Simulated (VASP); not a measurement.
# Sc3Al (P4/mmm) in VASP: further runs

Runs on Sc3Al. Level: PBEsol. Tasks: single point.

Program: VASP 6.6.1. These are calculated values, not measurements. Logs are shortened: lines on timing, memory, paths and dates and some standing lists are left out, and cuts for length are marked.

## Step 1: The cell of the first run

Symmetry: P4/mmm, No. 123, tetragonal system. The conventional cell has a = 3.719 Å, b = 3.719 Å, c = 4.375 Å, α = 90.00°, β = 90.00°, γ = 90.00°. Sc (site symmetry mmm) has 8 Sc at 2.63 to 2.87 Å and 4 Al at 2.87 Å within 3.5 Å. Within 3.5 Å of Sc (site symmetry 4/mmm) lie 4 Al at 2.63 Å and 8 Sc at 2.87 Å. Within 3.5 Å of Al (site symmetry 4/mmm) lie 12 Sc at 2.63 to 2.87 Å.

## Step 2: Single point, PBEsol (strain -0.1500 x Voigt [1, 1, 0, 0, 0, 0])

File INCAR:

```
PREC = Accurate
ENCUT = 520
EDIFF = 1E-7
ISMEAR = 0
SIGMA = 0.15
LREAL = False
LASPH = True
NELM = 60
ALGO = Fast
ISIF = 2
LWAVE = False
LCHARG = False
GGA = PS
NBANDS = 26
```

File KPOINTS:

```
regular mesh
0
Gamma
  12 12 12
```

File POSCAR:

```
Sc3Al
1.0
    3.7185757484      0.0000000000      0.0000000000
    0.0000000000      3.7185757484      0.0000000000
    0.0000000000      0.0000000000      4.3747949981
Sc Al
3 1
Direct
    0.5000000000      0.0000000000      0.5000000000
    0.0000000000      0.5000000000      0.5000000000
    0.5000000000      0.5000000000      0.0000000000
    0.0000000000      0.0000000000      0.0000000000
```

Potentials or basis: VASP PAW PBE potentials, release 64 (Sc_sv, Al).

The run is started by

```bash
cat potpaw_PBE.64/Sc_sv/POTCAR potpaw_PBE.64/Al/POTCAR > POTCAR
mpirun -np 1 vasp_std > vasp.out
```

OUTCAR:

```text
PREC = Accurate
   ENCUT = 520
   EDIFF = 1E-7
   ISMEAR = 0
   LREAL = False
   LASPH = True
   NELM = 60
   ISIF = 2
   GGA = PS

 ion  position               nearest neighbor table
   1  0.500  0.000  0.500-   2 2.63   2 2.63   2 2.63   2 2.63   4 2.87   3 2.87   3 2.87   3 2.87
                             4 2.87   4 2.87   4 2.87   3 2.87
   2  0.000  0.500  0.500-   1 2.63   1 2.63   1 2.63   1 2.63   4 2.87   3 2.87   4 2.87   4 2.87
                             4 2.87   3 2.87   3 2.87   3 2.87
   3  0.500  0.500  0.000-   4 2.63   4 2.63   4 2.63   4 2.63   2 2.87   1 2.87   2 2.87   1 2.87
                             2 2.87   1 2.87   2 2.87   1 2.87
   4  0.000  0.000  0.000-   3 2.63   3 2.63   3 2.63   3 2.63   2 2.87   2 2.87   2 2.87   2 2.87
                             1 2.87   1 2.87   1 2.87   1 2.87

  LATTYP: Found a simple tetragonal cell.
 ALAT       =     3.7185757484
 C/A-ratio  =     1.1764705882

  Lattice vectors:

 A1 = (   3.7185757484,   0.0000000000,   0.0000000000)
 A2 = (   0.0000000000,   3.7185757484,   0.0000000000)
 A3 = (   0.0000000000,   0.0000000000,   4.3747949981)

Analysis of symmetry for initial positions (statically):
=====================================================================
 Subroutine PRICEL returns:
 Original cell was already a primitive cell.

 Routine SETGRP: Setting up the symmetry group for a
 simple tetragonal supercell.

 Subroutine GETGRP returns: Found 16 space group operations
 (whereof 16 operations were pure point group operations)
 out of a pool of 16 trial point group operations.

The static configuration has the point symmetry D_4h.

Analysis of symmetry for dynamics (positions and initial velocities):
=====================================================================
 Subroutine PRICEL returns:
 Original cell was already a primitive cell.

 Routine SETGRP: Setting up the symmetry group for a
 simple tetragonal supercell.

 Subroutine GETGRP returns: Found 16 space group operations
 (whereof 16 operations were pure point group operations)
 out of a pool of 16 trial point group operations.

The dynamic configuration has the point symmetry D_4h.

 Subroutine INISYM returns: Found 16 space group operations
 (whereof 16 operations are pure point group operations),
 and found     1 'primitive' translations

----------------------------------------------------------------------------------------

                                     Primitive cell

  volume of cell :      60.4938

  direct lattice vectors                    reciprocal lattice vectors
     3.718575748  0.000000000  0.000000000     0.268920164  0.000000000  0.000000000
     0.000000000  3.718575748  0.000000000     0.000000000  0.268920164  0.000000000
     0.000000000  0.000000000  4.374794998     0.000000000  0.000000000  0.228582139

  length of vectors
     3.718575748  3.718575748  4.374794998     0.268920164  0.268920164  0.228582139

  position of ions in fractional coordinates (direct lattice)
     0.500000000  0.000000000  0.500000000
     0.000000000  0.500000000  0.500000000
     0.500000000  0.500000000  0.000000000
     0.000000000  0.000000000  0.000000000

  ion indices of the primitive-cell ions
   primitive index   ion index
                 1           1
                 2           2
                 3           3
                 4           4

----------------------------------------------------------------------------------------

 KPOINTS: regular mesh

Automatic generation of k-mesh.
 Grid dimensions read from file:
 generate k-points for:   12   12   12

 Generating k-lattice:

  Cartesian coordinates                     Fractional coordinates (reciprocal lattice)
     0.022410014  0.000000000  0.000000000     0.083333333  0.000000000  0.000000000
     0.000000000  0.022410014  0.000000000     0.000000000  0.083333333  0.000000000
     0.000000000  0.000000000  0.019048512     0.000000000  0.000000000  0.083333333

  Length of vectors
     0.022410014  0.022410014  0.019048512

  Shift w.r.t. Gamma in fractional coordinates (k-lattice)
     0.000000000  0.000000000  0.000000000

 Subroutine IBZKPT returns following result:
 ===========================================

 Found    196 irreducible k-points:

 Following reciprocal coordinates:
            Coordinates               Weight
  0.000000  0.000000  0.000000      1.000000
  0.083333  0.000000  0.000000      4.000000
  0.166667  0.000000  0.000000      4.000000
  0.250000  0.000000  0.000000      4.000000
  0.333333  0.000000  0.000000      4.000000
  0.416667  0.000000  0.000000      4.000000
[... 16 lines left out ...]
  0.333333  0.333333  0.000000      4.000000
  0.416667  0.333333  0.000000      8.000000
 [... further k-points ...]
   k-points           NKPTS =    196   k-points in BZ     NKDIM =    196   number of bands    NBANDS=     26
   number of dos      NEDOS =    301   number of ions     NIONS =      4
   total plane-waves  NPLWV =  28224
   dimension x,y,z NGX =    28 NGY =   28 NGZ =   36
   dimension x,y,z NGXF=    56 NGYF=   56 NGZF=   72
   ions per type =               3   1
   NGX,Y,Z   is equivalent  to a cutoff of  12.52, 12.52, 13.68 a.u.
   NGXF,Y,Z  is equivalent  to a cutoff of  25.04, 25.04, 27.36 a.u.
 SYSTEM =  unknown system
   PREC   = accura    normal or accurate (medium, high low for compatibility)
   ISTART =      0    job   : 0-new  1-cont  2-samecut
   ICHARG =      2    charge: 1-file 2-atom 10-const
   ISPIN  =      1    spin polarized calculation?
   LNONCOLLINEAR =      F non collinear calculations
   LSORBIT =      F    spin-orbit coupling
   LASPH  =      T    aspherical Exc in radial PAW
   ENCUT  =  520.0 eV  38.22 Ry    6.18 a.u.   6.91  6.91  8.13*2*pi/ulx,y,z
   NELM   =     60;   NELMIN=  2; NELMDL= -5     # of ELM steps
   EDIFF  = 0.1E-06   stopping-criterion for ELM
   LREAL  =      F    real-space projection
   EDIFFG = 0.1E-05   stopping-criterion for IOM
   NSW    =      0    number of steps for IOM
   IBRION =     -1    ionic relax: 0-MD 1-quasi-New 2-CG
   NFREE  =      0    steps in history (QN), initial steepest desc. (CG)
   ISIF   =      2    stress and relaxation
   ISYM   =      2    0-nonsym 1-usesym 2-fastsym
   POTIM  = 0.5000    time-step for ionic-motion
   TEBEG  =    0.0;   TEEND  =   0.0 temperature during run
   PSTRESS=    0.0 pullay stress
   NELECT =      36.0000    total number of electrons
   NUPDOWN=      -1.0000    fix difference up-down
   EMIN   =  10.00;   EMAX   =-10.00  energy-range for DOS
   EFERMI =   0.00;   METHOD = LEGACY
   ISMEAR =     0;   SIGMA  =   0.15  broadening in eV -4-tet -1-fermi 0-gaus
   EFERMI_NEDOS =   21; number of points for ismear=-14 and -15
   IALGO  =     68    algorithm
   IMIX   =      4    mixing-type and parameters
     AMIX     =   0.40;   BMIX     =  1.00
     AMIX_MAG =   1.60;   BMIX_MAG =  1.00
  volume/ion in A,a.u.               =      15.12       102.06
  Fermi-wavevector in a.u.,A,eV,Ry     =   1.377015  2.602181 25.798964  1.896170
  Thomas-Fermi vector in A             =   2.502207
   LORBIT       =      0    0 simple, 1 ext, 2 COOP (PROOUT), +10 PAW based schemes
   GGA     = PS    functional components
   LHFCALC =     F    Hartree Fock is set to
   AEXX    =    0.0000 exact exchange contribution
   IVDW    =     0    specifies the selected vdW correction
   LEPSILON=     F    determine dielectric tensor
   LRPA    =     F    only Hartree local field effects (RPA)
 non-spin polarized calculation
 RMM-DIIS sequential band-by-band and
 Gauss-broadening in eV      SIGMA  =   0.15
  energy-cutoff  :      520.00
  volume of cell :       60.49
 maximum number of plane-waves:      1648
 NGX is ok and might be reduce to    28
   NGX = 13   NGY = 13   NGZ = 17

 number of electron      36.0000014 magnetization

 Free energy of the ion-electron system (eV)
  ---------------------------------------------------
  ext. energy  EPLUGINS =         0.00000000
  ---------------------------------------------------
  free energy    TOTEN  =       -22.33178245 eV

  energy without entropy =      -22.28597916  energy(sigma->0) =      -22.30888080

 E-fermi :   7.2096     XC(G=0): -11.7951

 val. band max:        7.2085468053   @ k =   0.4167   0.4167   0.0833
 cond. band min:       7.2167385299   @ k =   0.5000   0.5000   0.2500
 fundamental gap:      0.0081917247
 Fermi energy:         7.2096279047

 k-point     1 :       0.0000    0.0000    0.0000
  band No.  band energies     occupation
      1     -41.1448      2.00000
      2     -40.6453      2.00000
      3     -40.6313      2.00000
      4     -20.4405      2.00000
      5     -20.4405      2.00000
      6     -20.3336      2.00000
[... 18 lines left out ...]
     25      10.9363      0.00000
     26      11.1114      0.00000

 k-point     2 :       0.0833    0.0000    0.0000
  band No.  band energies     occupation
      1     -41.1362      2.00000
      2     -40.6464      2.00000
      3     -40.6385      2.00000
      4     -20.4238      2.00000
      5     -20.4215      2.00000
      6     -20.3208      2.00000
[... 18 lines left out ...]
     25      10.9799      0.00000
     26      11.1287      0.00000

 k-point     3 :       0.1667    0.0000    0.0000
  band No.  band energies     occupation
      1     -41.1108      2.00000
      2     -40.6669      2.00000
      3     -40.6425      2.00000
      4     -20.3740      2.00000
      5     -20.3657      2.00000
      6     -20.2837      2.00000
[... 18 lines left out ...]
     25      11.1718      0.00000
     26      11.3325      0.00000

 k-point     4 :       0.2500    0.0000    0.0000
  band No.  band energies     occupation
      1     -41.0704      2.00000
      2     -40.7069      2.00000
      3     -40.6416      2.00000
      4     -20.2915      2.00000
      5     -20.2766      2.00000
      6     -20.2267      2.00000
[... 18 lines left out ...]
     25      11.2084      0.00000
     26      11.5615      0.00000

 k-point     5 :       0.3333    0.0000    0.0000
  band No.  band energies     occupation
      1     -41.0181      2.00000
      2     -40.7591      2.00000
      3     -40.6404      2.00000
      4     -20.1780      2.00000
      5     -20.1602      2.00000
      6     -20.1582      2.00000
[... 18 lines left out ...]
     25      11.1824      0.00000
     26      11.2119      0.00000

 k-point     6 :       0.4167    0.0000    0.0000
  band No.  band energies     occupation
      1     -40.9581      2.00000
      2     -40.8191      2.00000
      3     -40.6395      2.00000
      4     -20.0948      2.00000
      5     -20.0377      2.00000
      6     -20.0273      2.00000
[... 427 lines left out ...]
 k-point    21 :       0.4167    0.2500    0.0000
  band No.  band energies     occupation
      1     -40.9264      2.00000
      2     -40.8255      2.00000
      3     -40.6567      2.00000
      4     -20.4993      2.00000
      5     -20.2802      2.00000
      6     -19.9856      2.00000
[... 18 lines left out ...]
     25      11.3657      0.00000
     26      11.6472      0.00000

 k-point    22 :       0.5000    0.2500    0.0000
  band No.  band energies     occupation
      1     -40.8874      2.00000
      2     -40.8636      2.00000
      3     -40.6569      2.00000
      4     -20.4194      2.00000
      5     -20.4005      2.00000
      6     -19.9539      2.00000
[... 18 lines left out ...]
     25      11.3501      0.00000
     26      11.7014      0.00000

 k-point    23 :       0.3333    0.3333    0.0000
  band No.  band energies     occupation
      1     -40.9411      2.00000
      2     -40.8041      2.00000
      3     -40.6620      2.00000
      4     -20.5891      2.00000
      5     -20.2914      2.00000
      6     -19.9813      2.00000
[... 18 lines left out ...]
     25      11.1652      0.00000
     26      11.6411      0.00000

 k-point    24 :       0.4167    0.3333    0.0000
  band No.  band energies     occupation
      1     -40.9056      2.00000
      2     -40.8331      2.00000
      3     -40.6659      2.00000
      4     -20.5871      2.00000
      5     -20.4320      2.00000
      6     -19.9102      2.00000
[... 18 lines left out ...]
     25      11.1655      0.00000
     26      11.7246      0.00000

 [... further k-points ...]

------------------------ aborting loop because EDIFF is reached ----------------------------------------

  FORCE on cell =-STRESS in cart. coord.  units (eV):
  Direction    XX          YY          ZZ          XY          YZ          ZX
  --------------------------------------------------------------------------------------
  -------------------------------------------------------------------------------------
  Total       17.4712181     17.4712181      9.4047549      0.0000000      0.0000000      0.0000000
  in kB      462.7248217    462.7248217    249.0847238      0.0000000      0.0000000      0.0000000
  external PRESSURE =     391.5114557 kB  Pullay stress =       0.0000000 kB

 VOLUME and BASIS-vectors are now :
 -----------------------------------------------------------------------------
  energy-cutoff  :      520.00
  volume of cell :       60.49
      direct lattice vectors                 reciprocal lattice vectors
     3.718575748  0.000000000  0.000000000     0.268920164  0.000000000  0.000000000
     0.000000000  3.718575748  0.000000000     0.000000000  0.268920164  0.000000000
     0.000000000  0.000000000  4.374794998     0.000000000  0.000000000  0.228582139

 POSITION                                       TOTAL-FORCE (eV/Angst)
 -----------------------------------------------------------------------------------
      1.85929      0.00000      2.18740         0.000000      0.000000      0.000000
      0.00000      1.85929      2.18740         0.000000      0.000000      0.000000
      1.85929      1.85929      0.00000         0.000000      0.000000      0.000000
      0.00000      0.00000      0.00000         0.000000      0.000000      0.000000
 -----------------------------------------------------------------------------------
    total drift:                                0.000000      0.000000      0.000000

  FREE ENERGIE OF THE ION-ELECTRON SYSTEM (eV)
  ---------------------------------------------------
  free  energy   TOTEN  =       -22.3317824460 eV

  energy  without entropy=      -22.2859791567  energy(sigma->0) =      -22.30888080
```

Run time: 2.7 min. Hardware: 1 thread of Intel Xeon 6975P-C (Granite Rapids), shared host; peak memory 0.36 GiB.

What came out:

```yaml
Free_energy: -22.3318 eV
Pressure: 39.2 GPa
Band_gap_on_the_k_mesh: zero (bands 18 and 19 overlap by 1.08 eV)
```

Levels at points of the mesh, in eV from the Fermi level:
| k point | band 14 | band 15 | band 16 | band 17 | band 18 | band 19 | band 20 | band 21 | band 22 | band 23 |
| --- | --- | --- | --- | --- | --- | --- | --- | --- | --- | --- |
| (0.00, 0.00, 0.00) | -3.32 | -1.95 | -1.32 | -0.84 | -0.84 | -0.67 | 0.21 | 2.75 | 2.75 | 2.84 |
| (0.50, 0.00, 0.00) | -4.09 | -1.80 | -1.49 | -0.37 | 0.24 | 0.25 | 0.82 | 1.96 | 1.97 | 2.98 |
| (0.50, 0.50, 0.00) | -2.36 | -2.36 | -2.15 | -0.31 | -0.13 | 0.48 | 0.48 | 1.16 | 1.16 | 3.33 |
| (0.00, 0.00, 0.50) | -4.40 | -2.32 | -0.44 | -0.44 | -0.36 | -0.10 | 0.83 | 1.87 | 1.87 | 2.12 |
| (0.50, 0.00, 0.50) | -3.07 | -2.93 | -0.89 | -0.76 | 0.23 | 0.52 | 1.03 | 1.91 | 1.97 | 2.04 |
| (0.50, 0.50, 0.50) | -1.94 | -1.47 | -1.47 | -0.56 | -0.56 | -0.28 | 1.20 | 1.20 | 2.32 | 2.85 |

Caveat: the cell differs from its parent crystal (strain -0.1500 x Voigt [1, 1, 0, 0, 0, 0]); the cell stands under pressure; the PAW data sets were made with another functional, which shifts forces and pressure a little.

(Continued in part 2 of 2.)
